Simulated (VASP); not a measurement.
CoO: single point with PBE

Crystal: CoO.

```xyz
2
Lattice="0.0000 2.0232 2.0232 2.0232 0.0000 2.0232 2.0232 2.0232 0.0000" Properties=species:S:1:pos:R:3 pbc="T T T"
Co    0.0000    0.0000    0.0000
O     2.0232    2.0232    2.0232
```

This cell differs from its parent crystal: volume scaled by 0.960.

```yaml
Program: VASP 6.6.1
Task: single point
Functional: PBE
Potentials_or_basis: VASP PAW PBE potentials, release 64 (Co, O)
Cutoff: 520 eV
k_mesh: 14 × 14 × 14
Occupations: gaussian, width 0.05 eV
Spin: no spin polarisation
```

The pressure is 10.3 GPa.

Levels at points of the mesh, in eV from the Fermi level:
```
           k point  band 4  band 5  band 6  band 7  band 8  band 9  band 10  band 11  band 12  band 13
(0.00, 0.00, 0.00)   -4.05   -1.89   -1.89   -1.89   -1.39   -1.39     2.13    17.43    19.85    19.85
(0.50, 0.00, 0.00)   -6.54   -0.71   -0.71   -0.34    1.87    1.87     5.62    11.07    14.89    14.89
(0.50, 0.50, 0.00)   -5.40   -3.28   -0.83   -0.34   -0.34   -0.06     7.55    10.85    13.08    17.90
```

Wall time 16 s on 1 thread of Intel(R) Xeon(R) Platinum 8488C (Sapphire Rapids), on a shared host, peak memory 0.16 GiB.

Caveat: an odd number of electrons without spin polarisation forces a metal; a magnetic or distorted state may lie lower; the run has no spin polarisation, though such a crystal can be magnetic; semilocal functionals often make such compounds metallic where correlation or magnetic order opens a gap, which also shifts bond lengths. Spin polarisation is off, so any magnetic state and its effect on volume and gap are missing.
